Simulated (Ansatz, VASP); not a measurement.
**CaO in VASP and in Ansatz**

```
CELL_PARAMETERS angstrom
0.00000 4.83085 4.83085
4.83085 0.00000 4.83085
2.41542 2.41542 0.00000
ATOMIC_POSITIONS crystal
Ca 0.25000 0.25000 0.50000
Ca 0.25000 0.75000 0.50000
Ca 0.75000 0.25000 0.50000
Ca 0.75000 0.75000 0.50000
O 0.00000 0.00000 0.00000
O 0.00000 0.50000 0.00000
O 0.50000 0.00000 0.00000
O 0.50000 0.50000 0.00000
```

Alike in both runs: task single point; functional PBE; k mesh 6 × 6 × 6; occupations gaussian, width 0.05 eV; no spin polarisation.

|  | VASP | Ansatz |
| --- | --- | --- |
| version | VASP 6.6.1 | Ansatz 0.2.0 |
| potentials or method | VASP PAW PBE potentials, release 64 (Ca_sv, O), cutoff 520 eV | scalar-relativistic, plane waves, PAW |
| valence electrons in the cell | 64 | 64 |

```csv
,VASP,Ansatz,Ansatz less VASP
gap on the k mesh at the Fermi level (eV),3.64,3.66,+0.018
least direct gap on the mesh (eV),3.64,3.66,+0.018
pressure (GPa),0.6,0.0,-0.56
```

With one functional, cell and mesh, what is left measures potentials, basis and numerics.
